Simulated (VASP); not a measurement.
# Pb (Im-3m) in VASP: further runs

Pb is run at these levels: LDA; tasks: single point, relaxation of cell and atoms.

Everything below comes from runs of VASP 6.6.1. Logs are shortened: lines on timing, memory, paths and dates and some standing lists are left out, and cuts for length are marked.

**1. The cell of the first run**

Symmetry: Im-3m, No. 229, cubic system. Conventional cell: a = 3.855 Å, b = 3.855 Å, c = 3.855 Å, α = 90.00°, β = 90.00°, γ = 90.00°. Pb (site symmetry m-3m) has 14 Pb at 3.34 to 3.85 Å within 4.4 Å.

This isn't the form of Pb at room conditions, which is fcc.

**2. Single point, LDA**

Input file INCAR:

```
  PREC = Accurate
  ENCUT = 500
  EDIFF = 1E-6
  ISMEAR = 1
  SIGMA = 0.05
  LREAL = F
  LASPH = T
  NELM = 120
  ALGO = Normal
  ISIF = 2
  LWAVE = F
  LCHARG = F
  NBANDS = 13
  GGA_COMPAT = F
```

Input file KPOINTS:

```
Automatic mesh
0
Gamma
  7 7 7
```

Input file POSCAR:

```
Pb
1.0
   -1.9273837642      1.9273837642      1.9273837642
    1.9273837642     -1.9273837642      1.9273837642
    1.9273837642      1.9273837642     -1.9273837642
Pb
1
Direct
    0.0000000000      0.0000000000      0.0000000000
```

Potentials or basis: VASP PAW LDA potentials, release 64 (Pb_d).

Launch:

```console
> cat potpaw_LDA.64/Pb_d/POTCAR > POTCAR
> mpirun -np 1 vasp_std > vasp.out
```

OUTCAR:

```text
PREC = Accurate
   ENCUT = 500
   EDIFF = 1E-6
   ISMEAR = 1
   LREAL = F
   LASPH = T
   NELM = 120
   ISIF = 2

 ion  position               nearest neighbor table
   1  0.000  0.000  0.000-

  LATTYP: Found a body centered cubic cell.
 ALAT       =     3.8547675284

  Lattice vectors:

 A1 = (  -1.9273837642,   1.9273837642,   1.9273837642)
 A2 = (   1.9273837642,  -1.9273837642,   1.9273837642)
 A3 = (   1.9273837642,   1.9273837642,  -1.9273837642)

Analysis of symmetry for initial positions (statically):
=====================================================================
 Subroutine PRICEL returns:
 Original cell was already a primitive cell.

 Routine SETGRP: Setting up the symmetry group for a
 body centered cubic supercell.

 Subroutine GETGRP returns: Found 48 space group operations
 (whereof 48 operations were pure point group operations)
 out of a pool of 48 trial point group operations.

The static configuration has the point symmetry O_h .

Analysis of symmetry for dynamics (positions and initial velocities):
=====================================================================
 Subroutine PRICEL returns:
 Original cell was already a primitive cell.

 Routine SETGRP: Setting up the symmetry group for a
 body centered cubic supercell.

 Subroutine GETGRP returns: Found 48 space group operations
 (whereof 48 operations were pure point group operations)
 out of a pool of 48 trial point group operations.

The dynamic configuration has the point symmetry O_h .

 Subroutine INISYM returns: Found 48 space group operations
 (whereof 48 operations are pure point group operations),
 and found     1 'primitive' translations

----------------------------------------------------------------------------------------

                                     Primitive cell

  volume of cell :      28.6394

  direct lattice vectors                    reciprocal lattice vectors
    -1.927383764  1.927383764  1.927383764     0.000000000  0.259419016  0.259419016
     1.927383764 -1.927383764  1.927383764     0.259419016  0.000000000  0.259419016
     1.927383764  1.927383764 -1.927383764     0.259419016  0.259419016  0.000000000

  length of vectors
     3.338326605  3.338326605  3.338326605     0.366873891  0.366873891  0.366873891

  position of ions in fractional coordinates (direct lattice)
     0.000000000  0.000000000  0.000000000

  ion indices of the primitive-cell ions
   primitive index   ion index
                 1           1

----------------------------------------------------------------------------------------

 KPOINTS: Automatic mesh

Automatic generation of k-mesh.
 Grid dimensions read from file:
 generate k-points for:    7    7    7

 Generating k-lattice:

  Cartesian coordinates                     Fractional coordinates (reciprocal lattice)
     0.000000000  0.037059859  0.037059859     0.142857143  0.000000000  0.000000000
     0.037059859  0.000000000  0.037059859     0.000000000  0.142857143  0.000000000
     0.037059859  0.037059859  0.000000000     0.000000000  0.000000000  0.142857143

  Length of vectors
     0.052410556  0.052410556  0.052410556

  Shift w.r.t. Gamma in fractional coordinates (k-lattice)
     0.000000000  0.000000000  0.000000000

 Subroutine IBZKPT returns following result:
 ===========================================

 Found     20 irreducible k-points:

 Following reciprocal coordinates:
            Coordinates               Weight
  0.000000  0.000000  0.000000      1.000000
  0.142857  0.000000  0.000000     12.000000
  0.285714  0.000000  0.000000     12.000000
  0.428571  0.000000  0.000000     12.000000
  0.142857  0.142857  0.000000     24.000000
  0.285714  0.142857 -0.000000     48.000000
[... 12 lines left out ...]
 -0.428571 -0.428571  0.285714      8.000000
 -0.428571  0.428571  0.428571      6.000000
   k-points           NKPTS =     20   k-points in BZ     NKDIM =     20   number of bands    NBANDS=     13
   number of dos      NEDOS =    301   number of ions     NIONS =      1
   total plane-waves  NPLWV =  13824
   dimension x,y,z NGX =    24 NGY =   24 NGZ =   24
   dimension x,y,z NGXF=    48 NGYF=   48 NGZF=   48
   ions per type =               1
   NGX,Y,Z   is equivalent  to a cutoff of  11.95, 11.95, 11.95 a.u.
   NGXF,Y,Z  is equivalent  to a cutoff of  23.90, 23.90, 23.90 a.u.
 SYSTEM =  unknown system
   PREC   = accura    normal or accurate (medium, high low for compatibility)
   ISTART =      0    job   : 0-new  1-cont  2-samecut
   ICHARG =      2    charge: 1-file 2-atom 10-const
   ISPIN  =      1    spin polarized calculation?
   LNONCOLLINEAR =      F non collinear calculations
   LSORBIT =      F    spin-orbit coupling
   LASPH  =      T    aspherical Exc in radial PAW
   ENCUT  =  500.0 eV  36.75 Ry    6.06 a.u.   6.09  6.09  6.09*2*pi/ulx,y,z
   NELM   =    120;   NELMIN=  2; NELMDL= -5     # of ELM steps
   EDIFF  = 0.1E-05   stopping-criterion for ELM
   LREAL  =      F    real-space projection
   EDIFFG = 0.1E-04   stopping-criterion for IOM
   NSW    =      0    number of steps for IOM
   IBRION =     -1    ionic relax: 0-MD 1-quasi-New 2-CG
   NFREE  =      0    steps in history (QN), initial steepest desc. (CG)
   ISIF   =      2    stress and relaxation
   ISYM   =      2    0-nonsym 1-usesym 2-fastsym
   POTIM  = 0.5000    time-step for ionic-motion
   TEBEG  =    0.0;   TEEND  =   0.0 temperature during run
   PSTRESS=    0.0 pullay stress
   NELECT =      14.0000    total number of electrons
   NUPDOWN=      -1.0000    fix difference up-down
   EMIN   =  10.00;   EMAX   =-10.00  energy-range for DOS
   EFERMI =   0.00;   METHOD = LEGACY
   ISMEAR =     1;   SIGMA  =   0.05  broadening in eV -4-tet -1-fermi 0-gaus
   EFERMI_NEDOS =   21; number of points for ismear=-14 and -15
   IALGO  =     38    algorithm
   IMIX   =      4    mixing-type and parameters
     AMIX     =   0.40;   BMIX     =  1.00
     AMIX_MAG =   1.60;   BMIX_MAG =  1.00
  volume/ion in A,a.u.               =      28.64       193.27
  Fermi-wavevector in a.u.,A,eV,Ry     =   1.289623  2.437033 22.628211  1.663127
  Thomas-Fermi vector in A             =   2.421504
   LORBIT       =      0    0 simple, 1 ext, 2 COOP (PROOUT), +10 PAW based schemes
   GGA     = CA    functional components
   LHFCALC =     F    Hartree Fock is set to
   AEXX    =    0.0000 exact exchange contribution
   IVDW    =     0    specifies the selected vdW correction
   LEPSILON=     F    determine dielectric tensor
   LRPA    =     F    only Hartree local field effects (RPA)
 non-spin polarized calculation
 Methfessel and Paxton  Order N= 1 SIGMA  =   0.05
  energy-cutoff  :      500.00
  volume of cell :       28.64
 maximum number of plane-waves:       737
   NGX = 13   NGY = 13   NGZ = 13

 number of electron      14.0000007 magnetization

 Free energy of the ion-electron system (eV)
  ---------------------------------------------------
  ext. energy  EPLUGINS =         0.00000000
  ---------------------------------------------------
  free energy    TOTEN  =        -4.25031006 eV

  energy without entropy =       -4.24994917  energy(sigma->0) =       -4.25018976

 E-fermi :   7.8068     XC(G=0): -10.7341

 val. band max:        7.7911737584   @ k =   0.2857   0.0000   0.0000
 cond. band min:       8.0839217764   @ k =  -0.2857   0.2857   0.1429
 fundamental gap:      0.2927480180
 Fermi energy:         7.8067509074

 k-point     1 :       0.0000    0.0000    0.0000
  band No.  band energies     occupation
      1      -9.4582      2.00000
      2      -9.4582      2.00000
      3      -9.4582      2.00000
      4      -9.1733      2.00000
      5      -9.1733      2.00000
      6      -4.5000      2.00000
      7      15.7579      0.00000
      8      15.7579      0.00000
      9      15.7579      0.00000
     10      18.9097      0.00000
     11      18.9097      0.00000
     12      18.9097      0.00000
     13      20.5891      0.00000

 k-point     2 :       0.1429    0.0000    0.0000
  band No.  band energies     occupation
      1      -9.4778      2.00000
      2      -9.4383      2.00000
      3      -9.3751      2.00000
      4      -9.1936      2.00000
      5      -9.1750      2.00000
      6      -4.0586      2.00000
      7      12.4030      0.00000
      8      14.4831      0.00000
      9      15.1255      0.00000
     10      17.4517      0.00000
     11      18.2411      0.00000
     12      18.8686      0.00000
     13      21.5892      0.00000

 k-point     3 :       0.2857    0.0000    0.0000
  band No.  band energies     occupation
      1      -9.5216      2.00000
      2      -9.4300      2.00000
      3      -9.2128      2.00000
      4      -9.1820      2.00000
      5      -9.1781      2.00000
      6      -2.7403      2.00000
      7       7.7912      1.50000
      8      12.5751      0.00000
      9      13.8862      0.00000
     10      16.2704      0.00000
     11      17.4380      0.00000
     12      19.9732      0.00000
     13      22.0410      0.00000
[... 241 lines left out ...]
 k-point    19 :      -0.4286   -0.4286    0.2857
  band No.  band energies     occupation
      1      -9.4574      2.00000
      2      -9.4574      2.00000
      3      -9.2151      2.00000
      4      -9.0616      2.00000
      5      -9.0616      2.00000
      6       1.5723      2.00000
      7       6.3340      2.00000
      8       6.3340      2.00000
      9       9.9631      0.00000
     10      14.3099      0.00000
     11      14.3099      0.00000
     12      21.5657      0.00000
     13      25.0679      0.00000

 k-point    20 :      -0.4286    0.4286    0.4286
  band No.  band energies     occupation
      1      -9.5146      2.00000
      2      -9.4969      2.00000
      3      -9.0699      2.00000
      4      -9.0699      2.00000
      5      -9.0610      2.00000
      6       2.1064      2.00000
      7       7.1401      2.00000
      8       7.4873      2.00000
      9       7.4873      2.00000
     10      12.5491      0.00000
     11      13.6537      0.00000
     12      24.0434      0.00000
     13      26.4345      0.00000

------------------------ aborting loop because EDIFF is reached ----------------------------------------

  FORCE on cell =-STRESS in cart. coord.  units (eV):
  Direction    XX          YY          ZZ          XY          YZ          ZX
  --------------------------------------------------------------------------------------
  -------------------------------------------------------------------------------------
  Total        0.0104353      0.0104353      0.0104353     -0.0000000     -0.0000000      0.0000000
  in kB        0.5837848      0.5837848      0.5837848     -0.0000000     -0.0000000      0.0000000
  external PRESSURE =       0.5837848 kB  Pullay stress =       0.0000000 kB

 VOLUME and BASIS-vectors are now :
 -----------------------------------------------------------------------------
  energy-cutoff  :      500.00
  volume of cell :       28.64
      direct lattice vectors                 reciprocal lattice vectors
    -1.927383764  1.927383764  1.927383764     0.000000000  0.259419016  0.259419016
     1.927383764 -1.927383764  1.927383764     0.259419016  0.000000000  0.259419016
     1.927383764  1.927383764 -1.927383764     0.259419016  0.259419016  0.000000000

 POSITION                                       TOTAL-FORCE (eV/Angst)
 -----------------------------------------------------------------------------------
      0.00000      0.00000      0.00000        -0.000000      0.000000     -0.000000
 -----------------------------------------------------------------------------------
    total drift:                               -0.000000      0.000000      0.000000

  FREE ENERGIE OF THE ION-ELECTRON SYSTEM (eV)
  ---------------------------------------------------
  free  energy   TOTEN  =        -4.2503100591 eV

  energy  without entropy=       -4.2499491720  energy(sigma->0) =       -4.25018976
```

It took 2.9 s on 1 thread of Intel Xeon Platinum 8488C (Sapphire Rapids), shared host; peak memory 0.12 GiB.

Results:

```
Free energy            : -4.2503 eV
Pressure               : 0.1 GPa
Band gap on the k mesh : zero (bands 7 and 8 overlap by 9.91 eV)
```

Caveat: spin-orbit coupling is left out, which moves the levels of the heavy elements.

**3. Relaxation of cell and atoms, LDA**

This run uses another cell than the first one, of 30.35 Å³/atom.

Input file INCAR:

```
PREC = Accurate
ENCUT = 500
EDIFF = 1E-7
ISMEAR = 1
SIGMA = 0.05
LREAL = False
LASPH = True
NELM = 120
ALGO = Normal
ISIF = 3
LWAVE = False
LCHARG = False
GGA = CA
IBRION = 2
NSW = 80
EDIFFG = -0.02
GGA_COMPAT = False
NELMIN = 4
```

KPOINTS is that of step 2.

Input file POSCAR:

```
Pb
1.0
   -1.9650000000      1.9650000000      1.9650000000
    1.9650000000     -1.9650000000      1.9650000000
    1.9650000000      1.9650000000     -1.9650000000
Pb
1
Direct
    0.0000000000      0.0000000000      0.0000000000
```

Potentials or basis: VASP PAW LDA potentials, release 64 (Pb_d).

Launch:

```console
> cat potpaw_LDA.64/Pb_d/POTCAR > POTCAR
> mpirun -np 1 vasp_std > vasp.out
```

OUTCAR:

```text
PREC = Accurate
   ENCUT = 500
   EDIFF = 1E-7
   ISMEAR = 1
   LREAL = False
   LASPH = True
   NELM = 120
   ISIF = 3
   GGA = CA
   IBRION = 2
   NSW = 80
   EDIFFG = -0.02
   NELMIN = 4

 ion  position               nearest neighbor table
   1  0.000  0.000  0.000-

  LATTYP: Found a body centered cubic cell.
 ALAT       =     3.9300000000

  Lattice vectors:

 A1 = (  -1.9650000000,   1.9650000000,   1.9650000000)
 A2 = (   1.9650000000,  -1.9650000000,   1.9650000000)
 A3 = (   1.9650000000,   1.9650000000,  -1.9650000000)

Analysis of symmetry for initial positions (statically):
=====================================================================
 Subroutine PRICEL returns:
 Original cell was already a primitive cell.

 Routine SETGRP: Setting up the symmetry group for a
 body centered cubic supercell.

 Subroutine GETGRP returns: Found 48 space group operations
 (whereof 48 operations were pure point group operations)
 out of a pool of 48 trial point group operations.

The static configuration has the point symmetry O_h .

Analysis of symmetry for dynamics (positions and initial velocities):
=====================================================================
 Subroutine PRICEL returns:
 Original cell was already a primitive cell.

 Routine SETGRP: Setting up the symmetry group for a
 body centered cubic supercell.

 Subroutine GETGRP returns: Found 48 space group operations
 (whereof 48 operations were pure point group operations)
 out of a pool of 48 trial point group operations.

The dynamic configuration has the point symmetry O_h .

 Subroutine INISYM returns: Found 48 space group operations
 (whereof 48 operations are pure point group operations),
 and found     1 'primitive' translations

----------------------------------------------------------------------------------------

                                     Primitive cell

  volume of cell :      30.3492
[... 94 lines left out ...]
   NUPDOWN=      -1.0000    fix difference up-down
   EMIN   =  10.00;   EMAX   =-10.00  energy-range for DOS
   EFERMI =   0.00;   METHOD = LEGACY
   ISMEAR =     1;   SIGMA  =   0.05  broadening in eV -4-tet -1-fermi 0-gaus
   EFERMI_NEDOS =   21; number of points for ismear=-14 and -15
   IALGO  =     38    algorithm
   IMIX   =      4    mixing-type and parameters
     AMIX     =   0.40;   BMIX     =  1.00
     AMIX_MAG =   1.60;   BMIX_MAG =  1.00
  volume/ion in A,a.u.               =      30.35       204.81
  Fermi-wavevector in a.u.,A,eV,Ry     =   1.264935  2.390381 21.770154  1.600061
  Thomas-Fermi vector in A             =   2.398215
   LORBIT       =      0    0 simple, 1 ext, 2 COOP (PROOUT), +10 PAW based schemes
   GGA     = CA    functional components
   LHFCALC =     F    Hartree Fock is set to
   AEXX    =    0.0000 exact exchange contribution
   IVDW    =     0    specifies the selected vdW correction
   LEPSILON=     F    determine dielectric tensor
   LRPA    =     F    only Hartree local field effects (RPA)
 conjugate gradient relaxation of ions
 non-spin polarized calculation
 Methfessel and Paxton  Order N= 1 SIGMA  =   0.05
  energy-cutoff  :      500.00
  volume of cell :       30.35
 maximum number of plane-waves:       784
 NGX is ok and might be reduce to    28
   NGX = 13   NGY = 13   NGZ = 13

--------------------------------------- Ionic step        1  -------------------------------------------

 number of electron      14.0000004 magnetization

 Free energy of the ion-electron system (eV)
  ---------------------------------------------------
  ext. energy  EPLUGINS =         0.00000000
  ---------------------------------------------------
  free energy    TOTEN  =        -4.23579641 eV

  energy without entropy =       -4.23543552  energy(sigma->0) =       -4.23567611

------------------------ aborting loop because EDIFF is reached ----------------------------------------

  FORCE on cell =-STRESS in cart. coord.  units (eV):
  Direction    XX          YY          ZZ          XY          YZ          ZX
  --------------------------------------------------------------------------------------
  -------------------------------------------------------------------------------------
  Total       -0.5268085     -0.5268085     -0.5268085      0.0000000      0.0000000     -0.0000000
  in kB      -27.8109431    -27.8109431    -27.8109431      0.0000000      0.0000000     -0.0000000
  external PRESSURE =     -27.8109431 kB  Pullay stress =       0.0000000 kB
[... 57 lines left out ...]
--------------------------------------- Ionic step        3  -------------------------------------------

 number of electron      13.9999997 magnetization

 Free energy of the ion-electron system (eV)
  ---------------------------------------------------
  ext. energy  EPLUGINS =         0.00000000
  ---------------------------------------------------
  free energy    TOTEN  =        -4.25117558 eV

  energy without entropy =       -4.25081470  energy(sigma->0) =       -4.25105529

 E-fermi :   7.7922     XC(G=0): -10.7288

 val. band max:        7.7766504733   @ k =   0.2857   0.0000   0.0000
 cond. band min:       8.0688839583   @ k =  -0.2857   0.2857   0.1429
 fundamental gap:      0.2922334850
 Fermi energy:         7.7922276222

 k-point     1 :       0.0000    0.0000    0.0000
  band No.  band energies     occupation
      1      -9.4701      2.00000
      2      -9.4701      2.00000
      3      -9.4701      2.00000
      4      -9.1860      2.00000
      5      -9.1860      2.00000
      6      -4.5052      2.00000
      7      15.7345      0.00000
      8      15.7345      0.00000
      9      15.7345      0.00000
     10      18.8953      0.00000
     11      18.8953      0.00000
[... 292 lines left out ...]
  FREE ENERGIE OF THE ION-ELECTRON SYSTEM (eV)
  ---------------------------------------------------
  free  energy   TOTEN  =        -4.2511755827 eV

  energy  without entropy=       -4.2508146956  energy(sigma->0) =       -4.25105529

 reached required accuracy - stopping structural energy minimisation
```

Run time: 11 s. Hardware: 1 thread of Intel Xeon Platinum 8488C (Sapphire Rapids), shared host; peak memory 0.15 GiB.

What came out:

```yaml
Free_energy: -4.2512 eV
Relaxed_volume: 28.67 Å³/atom
Relaxed_cell: a = 3.340 Å, b = 3.340 Å, c = 3.340 Å, α = 109.47°, β = 109.47°, γ = 109.47°
Space_group_after_relaxing_to_0.1_Å: Im-3m (No. 229)
Energy_gained_by_relaxing: 15.4 meV/atom
Ionic_steps: 3
Pressure_after_relaxing: 0.0 GPa
Band_gap_on_the_k_mesh: zero (bands 7 and 8 overlap by 9.90 eV)
```

The path:
```tsv
step	energy change (eV)	largest force (eV/Å)	pressure (GPa)	volume (Å³)
1	0.0000	0.0000	-2.78	30.35
2	-0.0133	0.0000	1.20	28.09
3	-0.0154	0.0000	0.00	28.67
```

Final structure:
```
Pb
1.0
    -1.92808    1.92808    1.92808
     1.92808   -1.92808    1.92808
     1.92808    1.92808   -1.92808
Pb
1
Direct
  0.00000 0.00000 0.00000
```

Levels at points of the mesh, in eV from the Fermi level:
```
           k point  band 5  band 6  band 7  band 8  band 9  band 10
(0.00, 0.00, 0.00)  -16.98  -12.30    7.94    7.94    7.94    11.10
```

Caveat: spin-orbit coupling is left out, which moves the levels of the heavy elements.
